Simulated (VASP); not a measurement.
# Ge (Fd-3m) in VASP: electric field gradients with PBE

Aim: the electric field gradients of Ge with PBE.

All numbers are computed with VASP 6.6.1; they aren't measurements. Logs are shortened: lines on timing, memory, paths and dates and some standing lists are left out, and cuts for length are marked.

## Step 1: The cell of the first run

It takes space group Fd-3m (No. 227, cubic). Conventional cell: a = 5.658 Å, b = 5.658 Å, c = 5.658 Å, α = 90.00°, β = 90.00°, γ = 90.00°. Ge (site symmetry -43m) has 4 Ge at 2.45 Å within 3.2 Å.

## Step 2: Electric field gradients, PBE

The input, INCAR:

```
SYSTEM = Ge
PREC = Accurate ; ENCUT = 520
EDIFF = 1E-8 ; ISMEAR = -1
SIGMA = 0.05 ; LREAL = .False.
LASPH = .True. ; NELM = 60
ALGO = Normal ; ISIF = 2
LWAVE = .False. ; LCHARG = .False.
GGA = PE ; LEFG = .True.
NBANDS = 21
```

The input, KPOINTS:

```
Automatic mesh
0
Gamma
  8 8 8
  0 0 0
```

The input, POSCAR:

```
Ge
1.0
    0.0000000000      2.8289100000      2.8289100000
    2.8289100000      0.0000000000      2.8289100000
    2.8289100000      2.8289100000      0.0000000000
Ge
2
Direct
    0.7500000000      0.7500000000      0.7500000000
    0.5000000000      0.5000000000      0.5000000000
```

Potentials or basis: VASP PAW PBE potentials, release 64 (Ge_d).

Run with:

```
> cat potpaw_PBE.64/Ge_d/POTCAR > POTCAR
> mpirun -np 1 vasp_std > vasp.out
```

OUTCAR:

```text
SYSTEM = Ge
   PREC = Accurate
   ENCUT = 520
   EDIFF = 1E-8
   ISMEAR = -1
   LREAL = .False.
   LASPH = .True.
   NELM = 60
   ISIF = 2
   GGA = PE

 ion  position               nearest neighbor table
   1  0.750  0.750  0.750-   2 2.45   2 2.45   2 2.45   2 2.45
   2  0.500  0.500  0.500-   1 2.45   1 2.45   1 2.45   1 2.45

  LATTYP: Found a face centered cubic cell.
 ALAT       =     5.6578200000

  Lattice vectors:

 A1 = (   0.0000000000,   2.8289100000,   2.8289100000)
 A2 = (   2.8289100000,   0.0000000000,   2.8289100000)
 A3 = (   2.8289100000,   2.8289100000,   0.0000000000)

Analysis of symmetry for initial positions (statically):
=====================================================================
 Subroutine PRICEL returns:
 Original cell was already a primitive cell.

 Routine SETGRP: Setting up the symmetry group for a
 face centered cubic supercell.

 Subroutine GETGRP returns: Found 48 space group operations
 (whereof 24 operations were pure point group operations)
 out of a pool of 48 trial point group operations.

The static configuration has the point symmetry T_d .
 The point group associated with its full space group is O_h .

Analysis of symmetry for dynamics (positions and initial velocities):
=====================================================================
 Subroutine PRICEL returns:
 Original cell was already a primitive cell.

 Routine SETGRP: Setting up the symmetry group for a
 face centered cubic supercell.

 Subroutine GETGRP returns: Found 48 space group operations
 (whereof 24 operations were pure point group operations)
 out of a pool of 48 trial point group operations.

The dynamic configuration has the point symmetry T_d .
 The point group associated with its full space group is O_h .

 Subroutine INISYM returns: Found 48 space group operations
 (whereof 24 operations are pure point group operations),
 and found     1 'primitive' translations

----------------------------------------------------------------------------------------

                                     Primitive cell

  volume of cell :      45.2780

  direct lattice vectors                    reciprocal lattice vectors
     0.000000000  2.828910000  2.828910000    -0.176746521  0.176746521  0.176746521
     2.828910000  0.000000000  2.828910000     0.176746521 -0.176746521  0.176746521
     2.828910000  2.828910000  0.000000000     0.176746521  0.176746521 -0.176746521

  length of vectors
     4.000682889  4.000682889  4.000682889     0.306133954  0.306133954  0.306133954

  position of ions in fractional coordinates (direct lattice)
     0.750000000  0.750000000  0.750000000
     0.500000000  0.500000000  0.500000000

  ion indices of the primitive-cell ions
   primitive index   ion index
                 1           1
                 2           2

----------------------------------------------------------------------------------------

 KPOINTS: Automatic mesh

Automatic generation of k-mesh.
 Grid dimensions read from file:
 generate k-points for:    8    8    8

 Generating k-lattice:

  Cartesian coordinates                     Fractional coordinates (reciprocal lattice)
    -0.022093315  0.022093315  0.022093315     0.125000000  0.000000000  0.000000000
     0.022093315 -0.022093315  0.022093315     0.000000000  0.125000000  0.000000000
     0.022093315  0.022093315 -0.022093315     0.000000000  0.000000000  0.125000000

  Length of vectors
     0.038266744  0.038266744  0.038266744

  Shift w.r.t. Gamma in fractional coordinates (k-lattice)
     0.000000000  0.000000000  0.000000000

 Subroutine IBZKPT returns following result:
 ===========================================

 Found     29 irreducible k-points:

 Following reciprocal coordinates:
            Coordinates               Weight
  0.000000  0.000000  0.000000      1.000000
  0.125000  0.000000  0.000000      8.000000
  0.250000  0.000000  0.000000      8.000000
  0.375000  0.000000  0.000000      8.000000
  0.500000  0.000000  0.000000      4.000000
  0.125000  0.125000  0.000000      6.000000
[... 16 lines left out ...]
  0.500000  0.250000  0.125000     48.000000
 -0.375000  0.250000  0.125000     24.000000
 [... further k-points ...]
   k-points           NKPTS =     29   k-points in BZ     NKDIM =     29   number of bands    NBANDS=     21
   number of dos      NEDOS =    301   number of ions     NIONS =      2
   total plane-waves  NPLWV =  27000
   dimension x,y,z NGX =    30 NGY =   30 NGZ =   30
   dimension x,y,z NGXF=    60 NGYF=   60 NGZF=   60
   ions per type =               2
   NGX,Y,Z   is equivalent  to a cutoff of  12.47, 12.47, 12.47 a.u.
   NGXF,Y,Z  is equivalent  to a cutoff of  24.93, 24.93, 24.93 a.u.
 SYSTEM =  Ge
   PREC   = accura    normal or accurate (medium, high low for compatibility)
   ISTART =      0    job   : 0-new  1-cont  2-samecut
   ICHARG =      2    charge: 1-file 2-atom 10-const
   ISPIN  =      1    spin polarized calculation?
   LNONCOLLINEAR =      F non collinear calculations
   LSORBIT =      F    spin-orbit coupling
   LASPH  =      T    aspherical Exc in radial PAW
   ENCUT  =  520.0 eV  38.22 Ry    6.18 a.u.   7.44  7.44  7.44*2*pi/ulx,y,z
   NELM   =     60;   NELMIN=  2; NELMDL= -5     # of ELM steps
   EDIFF  = 0.1E-07   stopping-criterion for ELM
   LREAL  =      F    real-space projection
   EDIFFG = 0.1E-06   stopping-criterion for IOM
   NSW    =      0    number of steps for IOM
   IBRION =     -1    ionic relax: 0-MD 1-quasi-New 2-CG
   NFREE  =      0    steps in history (QN), initial steepest desc. (CG)
   ISIF   =      2    stress and relaxation
   ISYM   =      2    0-nonsym 1-usesym 2-fastsym
   POTIM  = 0.5000    time-step for ionic-motion
   TEBEG  =    0.0;   TEEND  =   0.0 temperature during run
   PSTRESS=    0.0 pullay stress
   NELECT =      28.0000    total number of electrons
   NUPDOWN=      -1.0000    fix difference up-down
   EMIN   =  10.00;   EMAX   =-10.00  energy-range for DOS
   EFERMI =   0.00;   METHOD = LEGACY
   ISMEAR =    -1;   SIGMA  =   0.05  broadening in eV -4-tet -1-fermi 0-gaus
   EFERMI_NEDOS =   21; number of points for ismear=-14 and -15
   IALGO  =     38    algorithm
   IMIX   =      4    mixing-type and parameters
     AMIX     =   0.40;   BMIX     =  1.00
     AMIX_MAG =   1.60;   BMIX_MAG =  1.00
  volume/ion in A,a.u.               =      22.64       152.78
  Fermi-wavevector in a.u.,A,eV,Ry     =   1.394756  2.635708 26.468033  1.945346
  Thomas-Fermi vector in A             =   2.518275
   LORBIT       =      0    0 simple, 1 ext, 2 COOP (PROOUT), +10 PAW based schemes
   GGA     = PE    functional components
   LHFCALC =     F    Hartree Fock is set to
   AEXX    =    0.0000 exact exchange contribution
   IVDW    =     0    specifies the selected vdW correction
   LEPSILON=     F    determine dielectric tensor
   LRPA    =     F    only Hartree local field effects (RPA)
 non-spin polarized calculation
  energy-cutoff  :      520.00
  volume of cell :       45.28
 maximum number of plane-waves:      1243
 NGX is ok and might be reduce to    30
   NGX = 15   NGY = 15   NGZ = 15

 number of electron      28.0000022 magnetization

 Free energy of the ion-electron system (eV)
  ---------------------------------------------------
  ext. energy  EPLUGINS =         0.00000000
  ---------------------------------------------------
  free energy    TOTEN  =        -8.99924446 eV

  energy without entropy =       -8.99851943  energy(sigma->0) =       -8.99888194

 E-fermi :   5.0419     XC(G=0):  -9.9231

 val. band max:        5.0290863742   @ k =   0.0000   0.0000   0.0000
 cond. band min:       5.1788485356   @ k =   0.5000   0.0000   0.0000
 fundamental gap:      0.1497621614
 Fermi energy:         5.0419186882

 k-point     1 :       0.0000    0.0000    0.0000
  band No.  band energies     occupation
      1     -19.8203      2.00000
      2     -19.8203      2.00000
      3     -19.8203      2.00000
      4     -19.7842      2.00000
      5     -19.7842      2.00000
      6     -19.5736      2.00000
[... 13 lines left out ...]
     20      14.4761      0.00000
     21      14.4761      0.00000

 k-point     2 :       0.1250    0.0000    0.0000
  band No.  band energies     occupation
      1     -19.8284      2.00000
      2     -19.8284      2.00000
      3     -19.8178      2.00000
      4     -19.7728      2.00000
      5     -19.7728      2.00000
      6     -19.5855      2.00000
[... 13 lines left out ...]
     20      13.5765      0.00000
     21      13.5765      0.00000
[... 487 lines left out ...]
      5     -19.7067      2.00000
      6     -19.6587      2.00000
[... 13 lines left out ...]
     20      14.6690      0.00000
     21      16.5252      0.00000

 k-point    24 :      -0.3750    0.2500    0.1250
  band No.  band energies     occupation
      1     -19.8660      2.00000
      2     -19.8543      2.00000
      3     -19.7720      2.00000
      4     -19.7220      2.00000
      5     -19.7082      2.00000
      6     -19.6536      2.00000
[... 13 lines left out ...]
     20      15.9590      0.00000
     21      16.4686      0.00000

 [... further k-points ...]
[... 5 lines left out ...]
  --------------------------------------------------------------------------------------
  -------------------------------------------------------------------------------------
  Total        1.0090743      1.0090743      1.0090743      0.0000000     -0.0000000      0.0000000
  in kB       35.7064239     35.7064239     35.7064239      0.0000000     -0.0000000      0.0000000
  external PRESSURE =      35.7064239 kB  Pullay stress =       0.0000000 kB

 VOLUME and BASIS-vectors are now :
 -----------------------------------------------------------------------------
  energy-cutoff  :      520.00
  volume of cell :       45.28
      direct lattice vectors                 reciprocal lattice vectors
     0.000000000  2.828910000  2.828910000    -0.176746521  0.176746521  0.176746521
     2.828910000  0.000000000  2.828910000     0.176746521 -0.176746521  0.176746521
     2.828910000  2.828910000  0.000000000     0.176746521  0.176746521 -0.176746521

 POSITION                                       TOTAL-FORCE (eV/Angst)
 -----------------------------------------------------------------------------------
      4.24336      4.24336      4.24336        -0.000000     -0.000000     -0.000000
      2.82891      2.82891      2.82891         0.000000      0.000000      0.000000
 -----------------------------------------------------------------------------------
    total drift:                                0.000000     -0.000000      0.000000

  FREE ENERGIE OF THE ION-ELECTRON SYSTEM (eV)
  ---------------------------------------------------
  free  energy   TOTEN  =        -8.9992444563 eV

  energy  without entropy=       -8.9985194292  energy(sigma->0) =       -8.99888194

 Electric field gradients (V/A^2)
---------------------------------------------------------------------
 ion       V_xx      V_yy      V_zz      V_xy      V_xz      V_yz
---------------------------------------------------------------------
   1      -0.000     0.000     0.000     0.004     0.004     0.004
   2      -0.000     0.000     0.000     0.004     0.004     0.004
---------------------------------------------------------------------

 Electric field gradients after diagonalization (V/A^2)
 (convention: |V_zz| > |V_xx| > |V_yy|)
----------------------------------------------------------------------
 ion       V_xx      V_yy      V_zz     asymmetry (V_yy - V_xx)/ V_zz
----------------------------------------------------------------------
   1      -0.004    -0.004     0.007       0.000
   2      -0.004    -0.004     0.007       0.000
----------------------------------------------------------------------

           NMR quadrupolar parameters

 Cq : quadrupolar parameter    Cq=e*Q*V_zz/h
 eta: asymmetry parameters     (V_yy - V_xx)/ V_zz
 Q  : nuclear electric quadrupole moment in mb (millibarn)
----------------------------------------------------------------------
 ion       Cq(MHz)       eta       Q (mb)
----------------------------------------------------------------------
   1       0.000       0.000       1.000
   2       0.000       0.000       1.000
----------------------------------------------------------------------
```

It took 51 s on 1 thread of Intel Xeon 8259CL, shared host; peak memory 0.17 GiB.

Results:

| Property | Result |
| --- | --- |
| Free energy | -8.9992 eV |
| Pressure | 3.6 GPa |
| Band gap on the k mesh | 0.03 eV |
| Largest electric field gradient by atom | under 0.05 V/Å² on every atom |

Levels at points of the mesh, in eV from the valence-band top:
| k point | band 12 | band 13 | band 14 | band 15 | band 16 | band 17 |
| --- | --- | --- | --- | --- | --- | --- |
| (0.00, 0.00, 0.00) | 0.00 | 0.00 | 0.00 | 0.03 | 2.55 | 2.55 |
| (0.50, 0.00, 0.00) | -7.60 | -1.41 | -1.41 | 0.18 | 3.75 | 3.75 |
| (0.50, 0.50, 0.00) | -8.89 | -3.07 | -3.07 | 0.75 | 0.75 | 9.52 |

Caveat: the cell stands under pressure; the smearing spreads over this small gap; semilocal functionals underestimate gaps, and a narrow one can read as zero. A k mesh can miss the band edges.

The gap in the log of VASP goes by the Fermi energy; the results here count the filled bands.